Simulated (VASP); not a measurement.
AlN (wurtzite type), 4 atoms in the cell. The structure is hexagonal, space group P6_3/mmc (No. 194). The conventional cell has a = 2.803 Å, b = 2.803 Å, c = 3.442 Å, α = 90.00°, β = 90.00°, γ = 120.00°. Within 2.2 Å of Al (site symmetry -6m2) lie 5 N at 1.62 to 1.72 Å. Within 2.2 Å of N (site symmetry -6m2) lie 5 Al at 1.62 to 1.72 Å.  This cell differs from its parent crystal: volume scaled by 0.55, partial waves polarizable.

- Program: VASP 6.6.1
- Task: single point
- Functional: PBE
- Potentials or basis: VASP PAW PBE potentials, release 64 (Al, N)
- Cutoff: 520 eV
- k mesh: 13 × 13 × 7
- Occupations: fermi-dirac, width 0.05 eV
- Spin: no spin polarisation
- Dipole correction: no
- Further INCAR settings: ALGO = Normal; EDIFF = 1e-07; NBANDS = 16

Potentials or basis: VASP PAW PBE potentials, release 64 (Al, N).

Launch:

```sh
$ cat potpaw_PBE.64/Al/POTCAR potpaw_PBE.64/N/POTCAR > POTCAR
$ mpirun -np 1 vasp_std > vasp.out
```

Hardware: 1 thread of Intel Xeon 6975P-C, with other jobs on the host.

Problem. Estimate the wall time of this run.

Solution. It took 19 s on 1 thread of Intel Xeon 6975P-C, on a shared host, peak memory 0.15 GiB. Counts: scf iterations 14, k points 84.
